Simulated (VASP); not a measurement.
C: vibrations by perturbation theory with LDA

Crystal: C.

```
C
1.0
     0.00000    1.75731    1.75731
     1.75731    0.00000    1.75731
     1.75731    1.75731    0.00000
C
2
Direct
  0.50000 0.50000 0.50000
  0.75000 0.75000 0.75000
```

| Property | Result |
| --- | --- |
| Program | VASP 6.6.1 |
| Task | vibrations by perturbation theory |
| Functional | LDA |
| Potentials or basis | VASP PAW LDA potentials, release 64 (C) |
| Cutoff | 520 eV |
| k mesh | 12 × 12 × 12 |
| Occupations | gaussian, width 0.01 eV |
| Spin | no spin polarisation |
| Dipole correction | no |
| Further INCAR settings | ALGO = Normal; EDIFF = 1e-08; IBRION = 8; NSW = 1 |

```yaml
Electronic_dielectric_tensor_diagonal: 5.74
Born_charges_mean_of_the_diagonal: C +0.00 e
Highest_phonon_frequency_at_Γ: 1346 cm⁻¹
```

Phonon frequencies in cm⁻¹ (negative: imaginary):
| q point | frequencies |
| --- | --- |
| (0.000, 0.000, 0.000) | 0 0 0 1346 1346 1346 |

Electronic dielectric tensor:
```
5.74 0.00 0.00
0.00 5.74 0.00
0.00 0.00 5.74
```

Born effective charge tensors (e):
atom 1, C
```
0.00 0.00 0.00
0.00 0.00 0.00
0.00 0.00 0.00
```
atom 2, C
```
0.00 0.00 0.00
0.00 0.00 0.00
0.00 0.00 0.00
```

It took 90 s on 1 thread of Intel Xeon 8259CL, on a shared host, peak memory 0.17 GiB.

Caveat: the cell stands under pressure or tension, which shifts response properties.
